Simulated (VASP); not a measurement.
Input of a VASP 6.6.1 run:

INCAR

```
SYSTEM = Ti
ALGO = Normal
EDIFF = 1E-7
ENCUT = 520
GGA = CA
ISIF = 2
ISMEAR = -1
LASPH = .True.
LCHARG = .False.
LREAL = .False.
LWAVE = .False.
NBANDS = 12
NELM = 60
PREC = Accurate
SIGMA = 0.1
```

Contents of KPOINTS:

```
k-points
0
Gamma
  19 19 18
  0 0 0
```

POSCAR

```
Ti
1.0
    2.2424053059      0.0000000000      0.0000000000
   -1.1212026529      1.9419799605      0.0000000000
    0.0000000000      0.0000000000      2.1992053546
Ti
1
Direct
    0.0000000000      0.0000000000      0.0000000000
```

Potentials or basis: VASP PAW LDA potentials, release 64 (Ti_sv).

Launch:

```bash
$ cat potpaw_LDA.64/Ti_sv/POTCAR > POTCAR
$ mpirun -np 1 vasp_std > vasp.out
```

Q: Predict the pressure.

A: 141.8 GPa.

Q: Predict the band gap on the k mesh.

A: Zero (band 6 reaches 17.47 eV, above the bottom of band 7 at 14.69 eV).

Stress tensor (GPa, compression positive):
```
142.26   0.00   0.00
  0.00 142.26   0.00
  0.00   0.00 141.01
```
